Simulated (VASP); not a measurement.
La2O3:

```
La O
1.0
     6.26678    0.00000    0.00000
    -3.13339    5.42719    0.00000
     0.00000    0.00000    3.29977
La O
2 3
Direct
  0.66667 0.33333 0.50000
  0.33333 0.66667 0.50000
  0.50801 0.00000 0.00000
  0.00000 0.50801 0.00000
  0.49199 0.49199 0.00000
```

| Property | Result |
| --- | --- |
| Program | VASP 6.6.1 |
| Task | relaxation of cell and atoms |
| Functional | revPBE |
| Dispersion | D3(BJ) |
| Potentials or basis | VASP PAW PBE potentials, release 64 (La, O) |
| Cutoff | 600 eV |
| k mesh | 5 × 5 × 8 |
| Occupations | fermi-dirac, width 0.05 eV |
| Spin | no spin polarisation |

At the start: pressure 0.7 GPa; volume 22.45 Å³/atom.

Problem. How do energy, volume and symmetry change on relaxing?

Solution. Over 13 steps the energy falls by 2.4 meV/atom and the volume is 22.74 Å³/atom (+1.3 %); space group P-62m (No. 189, to 0.1 Å) before, P6/mmm (No. 191, to 0.1 Å).

The path:
```csv
step,energy change (eV),largest force (eV/Å),pressure (GPa),volume (Å³)
1,0.0000,0.0393,0.74,112.23
2,-0.0083,0.0461,-0.27,113.92
3,-0.0083,0.0458,-0.24,113.87
4,-0.0086,0.0422,0.22,113.48
5,-0.0088,0.0436,0.04,113.63
6,-0.0091,0.0399,0.03,113.64
7,-0.0100,0.0340,0.03,113.66
8,-0.0112,0.0227,0.00,113.72
9,-0.0119,0.0060,-0.07,113.82
10,-0.0119,0.0024,-0.05,113.80
11,-0.0119,0.0011,-0.05,113.81
12,-0.0115,0.0023,0.29,113.28
13,-0.0120,0.0009,0.02,113.71
```

Final structure:
```
La O
1.0
     6.32247    0.00000    0.00000
    -3.16123    5.47542    0.00000
     0.00000    0.00000    3.28466
La O
2 3
Direct
  0.66667 0.33333 0.50000
  0.33333 0.66667 0.50000
  0.49983 0.00000 0.00000
  0.00000 0.49984 0.00000
  0.50016 0.50016 0.00000
```

Caveat: the PAW data sets were made with another functional, which shifts forces and pressure a little.
